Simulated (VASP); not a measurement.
# CdS2O2 (I4/mmm) in VASP: notebook

Runs on CdS2O2. Level: PBE. Tasks: single point, relaxation of cell and atoms.

All numbers are computed with VASP 6.6.1; they aren't measurements. Logs are shortened: lines on timing, memory, paths and dates and some standing lists are left out, and cuts for length are marked.

## 1. The cell of the first run

The structure is tetragonal, space group I4/mmm (No. 139). Conventional cell: a = 4.522 Å, b = 4.522 Å, c = 8.742 Å, α = 90.00°, β = 90.00°, γ = 90.00°. Within 2.8 Å of Cd (site symmetry 4/mmm) lie 2 O at 2.11 Å. Within 3.0 Å of S (site symmetry -4m2) lie 4 O at 2.26 Å. O (site symmetry 4mm) has 1 Cd at 2.11 Å and 4 S at 2.26 Å within 2.8 Å.

The cell was generated, and may not be a known phase.

## 2. Single point, PBE

The input, INCAR:

```
  PREC = Accurate
  ENCUT = 520
  EDIFF = 1E-6
  ISMEAR = 0
  SIGMA = 0.1
  LREAL = F
  LASPH = T
  NELM = 100
  ALGO = Normal
  ISIF = 2
  LWAVE = F
  LCHARG = F
  GGA = PE
  NBANDS = 26
```

The input, KPOINTS:

```
regular mesh
0
Gamma
  6 6 6
```

The input, POSCAR:

```
CdS2O2
1.0
   -2.2610994640      2.2610994640      4.3709807449
    2.2610994640     -2.2610994640      4.3709807449
    2.2610994640      2.2610994640     -4.3709807449
Cd S O
1 2 2
Direct
    0.0000000000      0.0000000000      0.0000000000
    0.2500000000      0.7500000000      0.5000000000
    0.7500000000      0.2500000000      0.5000000000
    0.7588231607      0.7588231607      0.0000000000
    0.2411768393      0.2411768393      0.0000000000
```

Potentials or basis: VASP PAW PBE potentials, release 64 (Cd, S, O).

On the command line:

```console
cat potpaw_PBE.64/Cd/POTCAR potpaw_PBE.64/S/POTCAR potpaw_PBE.64/O/POTCAR > POTCAR
mpirun -np 1 vasp_std > vasp.out
```

OUTCAR:

```text
PREC = Accurate
   ENCUT = 520
   EDIFF = 1E-6
   ISMEAR = 0
   LREAL = F
   LASPH = T
   NELM = 100
   ISIF = 2
   GGA = PE

 ion  position               nearest neighbor table
   1  0.000  0.000  0.000-   4 2.11   5 2.11   2 3.14   3 3.14   3 3.14   2 3.14   2 3.14   3 3.14
                             3 3.14   2 3.14
   2  0.250  0.750  0.500-   4 2.26   5 2.26   4 2.26   5 2.26   1 3.14   1 3.14   1 3.14   1 3.14

   3  0.750  0.250  0.500-   4 2.26   5 2.26   4 2.26   5 2.26   1 3.14   1 3.14   1 3.14   1 3.14

   4  0.759  0.759  0.000-   1 2.11   2 2.26   3 2.26   3 2.26   2 2.26
   5  0.241  0.241  0.000-   1 2.11   2 2.26   3 2.26   2 2.26   3 2.26

  LATTYP: Found a body centered tetragonal cell.
 ALAT       =     4.5221989280
 C/A-ratio  =     1.9331218350

  Lattice vectors:

 A1 = (  -2.2610994640,   2.2610994640,   4.3709807449)
 A2 = (   2.2610994640,  -2.2610994640,   4.3709807449)
 A3 = (   2.2610994640,   2.2610994640,  -4.3709807449)

Analysis of symmetry for initial positions (statically):
=====================================================================
 Subroutine PRICEL returns:
 Original cell was already a primitive cell.

 Routine SETGRP: Setting up the symmetry group for a
 body centered tetragonal supercell.

 Subroutine GETGRP returns: Found 16 space group operations
 (whereof 16 operations were pure point group operations)
 out of a pool of 16 trial point group operations.

The static configuration has the point symmetry D_4h.

Analysis of symmetry for dynamics (positions and initial velocities):
=====================================================================
 Subroutine PRICEL returns:
 Original cell was already a primitive cell.

 Routine SETGRP: Setting up the symmetry group for a
 body centered tetragonal supercell.

 Subroutine GETGRP returns: Found 16 space group operations
 (whereof 16 operations were pure point group operations)
 out of a pool of 16 trial point group operations.

The dynamic configuration has the point symmetry D_4h.

 Subroutine INISYM returns: Found 16 space group operations
 (whereof 16 operations are pure point group operations),
[... 91 lines left out ...]
   NGXF,Y,Z  is equivalent  to a cutoff of  24.56, 24.56, 24.56 a.u.
 SYSTEM =  unknown system
   PREC   = accura    normal or accurate (medium, high low for compatibility)
   ISTART =      0    job   : 0-new  1-cont  2-samecut
   ICHARG =      2    charge: 1-file 2-atom 10-const
   ISPIN  =      1    spin polarized calculation?
   LNONCOLLINEAR =      F non collinear calculations
   LSORBIT =      F    spin-orbit coupling
   LASPH  =      T    aspherical Exc in radial PAW
   ENCUT  =  520.0 eV  38.22 Ry    6.18 a.u.  10.07 10.07 10.07*2*pi/ulx,y,z
   NELM   =    100;   NELMIN=  2; NELMDL= -5     # of ELM steps
   EDIFF  = 0.1E-05   stopping-criterion for ELM
   LREAL  =      F    real-space projection
   EDIFFG = 0.1E-04   stopping-criterion for IOM
   NSW    =      0    number of steps for IOM
   IBRION =     -1    ionic relax: 0-MD 1-quasi-New 2-CG
   NFREE  =      0    steps in history (QN), initial steepest desc. (CG)
   ISIF   =      2    stress and relaxation
   ISYM   =      2    0-nonsym 1-usesym 2-fastsym
   POTIM  = 0.5000    time-step for ionic-motion
   TEBEG  =    0.0;   TEEND  =   0.0 temperature during run
   PSTRESS=    0.0 pullay stress
   NELECT =      36.0000    total number of electrons
   NUPDOWN=      -1.0000    fix difference up-down
   EMIN   =  10.00;   EMAX   =-10.00  energy-range for DOS
   EFERMI =   0.00;   METHOD = LEGACY
   ISMEAR =     0;   SIGMA  =   0.10  broadening in eV -4-tet -1-fermi 0-gaus
   EFERMI_NEDOS =   21; number of points for ismear=-14 and -15
   IALGO  =     38    algorithm
   IMIX   =      4    mixing-type and parameters
     AMIX     =   0.40;   BMIX     =  1.00
     AMIX_MAG =   1.60;   BMIX_MAG =  1.00
  volume/ion in A,a.u.               =      17.88       120.64
  Fermi-wavevector in a.u.,A,eV,Ry     =   1.208972  2.284626 19.886458  1.461613
  Thomas-Fermi vector in A             =   2.344564
   LORBIT       =      0    0 simple, 1 ext, 2 COOP (PROOUT), +10 PAW based schemes
   GGA     = PE    functional components
   LHFCALC =     F    Hartree Fock is set to
   AEXX    =    0.0000 exact exchange contribution
   IVDW    =     0    specifies the selected vdW correction
   LEPSILON=     F    determine dielectric tensor
   LRPA    =     F    only Hartree local field effects (RPA)
 non-spin polarized calculation
 Gauss-broadening in eV      SIGMA  =   0.10
  energy-cutoff  :      520.00
  volume of cell :       89.39
 maximum number of plane-waves:      2432
   NGX = 21   NGY = 21   NGZ = 21

 number of electron      35.9999998 magnetization

 Free energy of the ion-electron system (eV)
  ---------------------------------------------------
  ext. energy  EPLUGINS =         0.00000000
  ---------------------------------------------------
  free energy    TOTEN  =       -17.05231987 eV

  energy without entropy =      -17.03488084  energy(sigma->0) =      -17.04360035

 E-fermi :   2.6870     XC(G=0):  -9.4575

 val. band max:        2.6416978062   @ k =   0.3333   0.0000  -0.0000
 cond. band min:       2.7005972744   @ k =   0.1667   0.1667   0.1667
 fundamental gap:      0.0588994681
 Fermi energy:         2.6869738441

 k-point     1 :       0.0000    0.0000    0.0000
  band No.  band energies     occupation
      1     -16.8358      2.00000
      2     -15.5556      2.00000
      3      -8.8631      2.00000
      4      -8.6023      2.00000
      5      -6.0735      2.00000
      6      -6.0735      2.00000
[... 685 lines left out ...]
     25      10.2758      0.00000
     26      11.7808      0.00000

 [... further k-points ...]
[... 5 lines left out ...]
  --------------------------------------------------------------------------------------
  -------------------------------------------------------------------------------------
  Total       -0.0110969     -0.0110969      0.6784452      0.0000000      0.0000000      0.0000000
  in kB       -0.1988997     -0.1988997     12.1603797      0.0000000      0.0000000      0.0000000
  external PRESSURE =       3.9208601 kB  Pullay stress =       0.0000000 kB

 VOLUME and BASIS-vectors are now :
 -----------------------------------------------------------------------------
  energy-cutoff  :      520.00
  volume of cell :       89.39
      direct lattice vectors                 reciprocal lattice vectors
    -2.261099464  2.261099464  4.370980745     0.000000000  0.221131360  0.114390804
     2.261099464 -2.261099464  4.370980745     0.221131360  0.000000000  0.114390804
     2.261099464  2.261099464 -4.370980745     0.221131360  0.221131360  0.000000000

 POSITION                                       TOTAL-FORCE (eV/Angst)
 -----------------------------------------------------------------------------------
      0.00000      0.00000      0.00000         0.000000      0.000000     -0.000000
      2.26110      0.00000      2.18549         0.000000      0.000000     -0.000000
      0.00000      2.26110      2.18549         0.000000      0.000000     -0.000000
      0.00000      0.00000      6.63360        -0.000000     -0.000000     -0.151207
      0.00000      0.00000      2.10836        -0.000000     -0.000000      0.151207
 -----------------------------------------------------------------------------------
    total drift:                               -0.000000     -0.000000      0.000000

  FREE ENERGIE OF THE ION-ELECTRON SYSTEM (eV)
  ---------------------------------------------------
  free  energy   TOTEN  =       -17.0523198700 eV

  energy  without entropy=      -17.0348808386  energy(sigma->0) =      -17.04360035
```

OSZICAR:

```text
N       E                     dE             d eps       ncg     rms          rms(c)
DAV:   1     0.244483895403E+03    0.24448E+03   -0.18426E+04  1592   0.129E+03
DAV:   2    -0.281666338705E+01   -0.24730E+03   -0.23587E+03  1908   0.303E+02
DAV:   3    -0.189907757717E+02   -0.16174E+02   -0.15987E+02  1778   0.793E+01
DAV:   4    -0.191699832367E+02   -0.17921E+00   -0.17874E+00  1704   0.895E+00
DAV:   5    -0.191727413253E+02   -0.27581E-02   -0.27575E-02  1850   0.107E+00    0.154E+01
DAV:   6    -0.177290523379E+02    0.14437E+01   -0.80122E+00  1728   0.318E+01    0.105E+01
DAV:   7    -0.171105560303E+02    0.61850E+00   -0.22680E+00  1700   0.107E+01    0.740E+00
DAV:   8    -0.170556495305E+02    0.54906E-01   -0.42906E-01  1696   0.475E+00    0.806E-01
DAV:   9    -0.170513873482E+02    0.42622E-02   -0.46573E-02  1654   0.184E+00    0.342E-01
DAV:  10    -0.170518274072E+02   -0.44006E-03   -0.34684E-03  1672   0.362E-01    0.146E-01
DAV:  11    -0.170522034223E+02   -0.37602E-03   -0.53729E-04  1654   0.167E-01    0.596E-02
DAV:  12    -0.170523126622E+02   -0.10924E-03   -0.11033E-04  1660   0.658E-02    0.178E-02
DAV:  13    -0.170523192826E+02   -0.66204E-05   -0.10333E-05  1774   0.265E-02    0.517E-03
DAV:  14    -0.170523198700E+02   -0.58739E-06   -0.13485E-06  1422   0.767E-03
   1 F= -.17052320E+02 E0= -.17043600E+02  d E =-.174390E-01
```

stdout:

```text
POSCAR found type information on POSCAR CdS O
 POSCAR found :  3 types and       5 ions
 scaLAPACK will be used
 LDA part: xc-table for (Slater+PW92), standard interpolation
 POSCAR, INCAR and KPOINTS ok, starting setup
 FFT: planning ... GRIDC
 FFT: planning ... GRID_SOFT
 FFT: planning ... GRID
 WAVECAR not read
 entering main loop
```

Run time: 56 s. Hardware: 1 thread of Intel Xeon Platinum 8375C at 2.90GHz (Ice Lake), shared host; peak memory 0.27 GiB.

What came out:

```yaml
Free_energy: -17.0523 eV
Pressure: 0.4 GPa
Largest_force: 0.151 eV/Å
Band_gap_on_the_k_mesh: zero (bands 18 and 19 overlap by 4.48 eV)
```

Forces on the atoms (eV/Å):
```
Cd   0.000  0.000  0.000
S    0.000  0.000  0.000
S    0.000  0.000  0.000
O    0.000  0.000 -0.151
O    0.000  0.000  0.151
```

Stress tensor (GPa, compression positive):
```
-0.02  0.00  0.00
 0.00 -0.02  0.00
 0.00  0.00  1.22
```

## 3. Single point, PBE

This run uses another cell than the first one, of 18.12 Å³/atom.

The input, INCAR:

```
PREC = Accurate
ENCUT = 520
EDIFF = 1E-7
ISMEAR = 0
SIGMA = 0.1
LREAL = F
LASPH = T
NELM = 60
ALGO = Normal
ISIF = 2
LWAVE = F
LCHARG = F
GGA = PE
NBANDS = 26
```

The input, KPOINTS:

```
Automatic mesh
0
Gamma
  6 6 6
```

The input, POSCAR:

```
CdS2O2
1.0
   -2.1255707100      2.1255707100      5.0142567400
    2.1255707100     -2.1255707100      5.0142567400
    2.1255707100      2.1255707100     -5.0142567400
Cd S O
1 2 2
Direct
    0.0000000000      0.0000000000      0.0000000000
    0.2500000000      0.7500000000      0.5000000000
    0.7500000000      0.2500000000      0.5000000000
    0.6412651500      0.6412651500      0.0000000000
    0.3587348500      0.3587348500      0.0000000000
```

Potentials or basis: VASP PAW PBE potentials, release 64 (Cd, S, O).

On the command line:

```console
cat potpaw_PBE.64/Cd/POTCAR potpaw_PBE.64/S/POTCAR potpaw_PBE.64/O/POTCAR > POTCAR
mpirun -np 1 vasp_std > vasp.out
```

OUTCAR:

```text
PREC = Accurate
   ENCUT = 520
   EDIFF = 1E-7
   ISMEAR = 0
   LREAL = F
   LASPH = T
   NELM = 60
   ISIF = 2
   GGA = PE

 ion  position               nearest neighbor table
   1  0.000  0.000  0.000-   3 3.29   2 3.29   2 3.29   3 3.29   2 3.29   3 3.29   3 3.29   2 3.29

   2  0.250  0.750  0.500-   1 3.29   1 3.29   1 3.29   1 3.29
   3  0.750  0.250  0.500-   1 3.29   1 3.29   1 3.29   1 3.29
   4  0.641  0.641  0.000-
   5  0.359  0.359  0.000-

  LATTYP: Found a body centered tetragonal cell.
 ALAT       =     4.2511414200
 C/A-ratio  =     2.3590166709

  Lattice vectors:

 A1 = (  -2.1255707100,   2.1255707100,   5.0142567400)
 A2 = (   2.1255707100,  -2.1255707100,   5.0142567400)
 A3 = (   2.1255707100,   2.1255707100,  -5.0142567400)

Analysis of symmetry for initial positions (statically):
=====================================================================
 Subroutine PRICEL returns:
[... 170 lines left out ...]
 Free energy of the ion-electron system (eV)
  ---------------------------------------------------
  ext. energy  EPLUGINS =         0.00000000
  ---------------------------------------------------
  free energy    TOTEN  =       -13.87045862 eV

  energy without entropy =      -13.84987400  energy(sigma->0) =      -13.86016631

 E-fermi :   2.4012     XC(G=0):  -9.7622

 val. band max:        2.3858180519   @ k =  -0.3333   0.5000   0.1667
 cond. band min:       2.4239285362   @ k =   0.3333   0.1667   0.1667
 fundamental gap:      0.0381104843
 Fermi energy:         2.4011801504

 k-point     1 :       0.0000    0.0000    0.0000
  band No.  band energies     occupation
      1     -15.6845      2.00000
      2     -14.7277      2.00000
      3     -10.0419      2.00000
      4      -9.0088      2.00000
      5      -5.5850      2.00000
      6      -5.5825      2.00000
[... 685 lines left out ...]
     25       9.2558      0.00000
     26      10.8807      0.00000

 [... further k-points ...]
[... 5 lines left out ...]
  --------------------------------------------------------------------------------------
  -------------------------------------------------------------------------------------
  Total       -3.4372560     -3.4372560     -8.0585297      0.0000000      0.0000000      0.0000000
  in kB      -60.7721755    -60.7721755   -142.4782996      0.0000000      0.0000000      0.0000000
  external PRESSURE =     -88.0075502 kB  Pullay stress =       0.0000000 kB

 VOLUME and BASIS-vectors are now :
 -----------------------------------------------------------------------------
  energy-cutoff  :      520.00
  volume of cell :       90.62
      direct lattice vectors                 reciprocal lattice vectors
    -2.125570710  2.125570710  5.014256740     0.000000000  0.235230942  0.099715676
     2.125570710 -2.125570710  5.014256740     0.235230942  0.000000000  0.099715676
     2.125570710  2.125570710 -5.014256740     0.235230942  0.235230942  0.000000000

 POSITION                                       TOTAL-FORCE (eV/Angst)
 -----------------------------------------------------------------------------------
      0.00000      0.00000      0.00000         0.000000      0.000000     -0.000000
      2.12557      0.00000      2.50713         0.000000      0.000000      0.000000
      0.00000      2.12557      2.50713         0.000000      0.000000     -0.000000
      0.00000      0.00000      6.43094        -0.000000     -0.000000      2.476064
      0.00000      0.00000      3.59758        -0.000000     -0.000000     -2.476064
 -----------------------------------------------------------------------------------
    total drift:                                0.000000      0.000000     -0.000000

  FREE ENERGIE OF THE ION-ELECTRON SYSTEM (eV)
  ---------------------------------------------------
  free  energy   TOTEN  =       -13.8704586184 eV

  energy  without entropy=      -13.8498739974  energy(sigma->0) =      -13.86016631
```

OSZICAR:

```text
N       E                     dE             d eps       ncg     rms          rms(c)
DAV:   1     0.229345859895E+03    0.22935E+03   -0.18276E+04  1584   0.128E+03
DAV:   2    -0.188659840677E+01   -0.23123E+03   -0.22094E+03  2004   0.291E+02
DAV:   3    -0.169091857391E+02   -0.15023E+02   -0.14822E+02  1672   0.762E+01
DAV:   4    -0.170726751723E+02   -0.16349E+00   -0.16327E+00  1774   0.844E+00
DAV:   5    -0.170748453598E+02   -0.21702E-02   -0.21699E-02  1788   0.958E-01    0.143E+01
DAV:   6    -0.179360688297E+02   -0.86122E+00   -0.27518E+01  1640   0.378E+01    0.181E+01
DAV:   7    -0.139289804682E+02    0.40071E+01   -0.12259E+01  1752   0.173E+01    0.769E+00
DAV:   8    -0.139167210210E+02    0.12259E-01   -0.10167E+00  1608   0.538E+00    0.401E+00
DAV:   9    -0.138746562668E+02    0.42065E-01   -0.14036E-01  1824   0.210E+00    0.122E+00
DAV:  10    -0.138703746750E+02    0.42816E-02   -0.17991E-02  1700   0.852E-01    0.615E-01
DAV:  11    -0.138704876556E+02   -0.11298E-03   -0.15923E-03  1660   0.247E-01    0.303E-01
DAV:  12    -0.138704600645E+02    0.27591E-04   -0.68357E-04  1696   0.154E-01    0.316E-02
DAV:  13    -0.138704585984E+02    0.14661E-05   -0.43000E-05  1658   0.420E-02    0.148E-02
DAV:  14    -0.138704594394E+02   -0.84094E-06   -0.52524E-06  1654   0.124E-02    0.853E-03
DAV:  15    -0.138704584979E+02    0.94148E-06   -0.27957E-06  1860   0.917E-03    0.237E-03
DAV:  16    -0.138704586031E+02   -0.10525E-06   -0.25133E-07  1484   0.263E-03    0.188E-03
DAV:  17    -0.138704586184E+02   -0.15284E-07   -0.14023E-08   836   0.688E-04
   1 F= -.13870459E+02 E0= -.13860166E+02  d E =-.205846E-01
```

stdout:

```text
POSCAR found type information on POSCAR CdS O
 POSCAR found :  3 types and       5 ions
 scaLAPACK will be used
 LDA part: xc-table for (Slater+PW92), standard interpolation
 POSCAR, INCAR and KPOINTS ok, starting setup
 FFT: planning ... GRIDC
 FFT: planning ... GRID_SOFT
 FFT: planning ... GRID
 WAVECAR not read
 entering main loop
```

Wall time 2 min (1 thread of Intel Xeon Platinum 8375C at 2.90GHz (Ice Lake), shared host); peak memory 0.35 GiB.

What came out:

```yaml
Free_energy: -13.8705 eV
Pressure: -8.8 GPa
Largest_force: 2.476 eV/Å
Band_gap_on_the_k_mesh: zero (bands 18 and 19 overlap by 0.69 eV)
```

Forces on the atoms (eV/Å):
```
Cd   0.000  0.000  0.000
S    0.000  0.000  0.000
S    0.000  0.000  0.000
O    0.000  0.000  2.476
O    0.000  0.000 -2.476
```

Levels at points of the mesh, in eV from the Fermi level:
| k point | band 15 | band 16 | band 17 | band 18 | band 19 | band 20 | band 21 | band 22 |
| --- | --- | --- | --- | --- | --- | --- | --- | --- |
| (0.00, 0.00, 0.00) | -3.09 | -1.81 | -1.33 | -0.35 | 0.57 | 0.57 | 0.80 | 0.80 |
| (0.50, 0.00, 0.00) | -2.97 | -0.76 | -0.41 | -0.08 | -0.06 | 0.31 | 0.33 | 0.97 |
| (0.50, 0.50, 0.00) | -1.46 | -1.36 | -0.12 | 0.30 | 0.54 | 0.61 | 0.62 | 0.83 |
| (0.50, 0.50, 0.50) | -2.53 | -1.40 | -1.26 | 0.41 | 0.41 | 1.15 | 1.15 | 2.06 |

Caveat: the stress differs along the axes, from -14 to -6 GPa; semilocal functionals underestimate gaps, and a narrow one can read as zero; forces of over 1 eV/Å act on the atoms, so gaps and moduli don't describe the material at rest.

(Part 1 of 2 ends here.)

The gap in the log of VASP goes by the Fermi energy; the results here count the filled bands.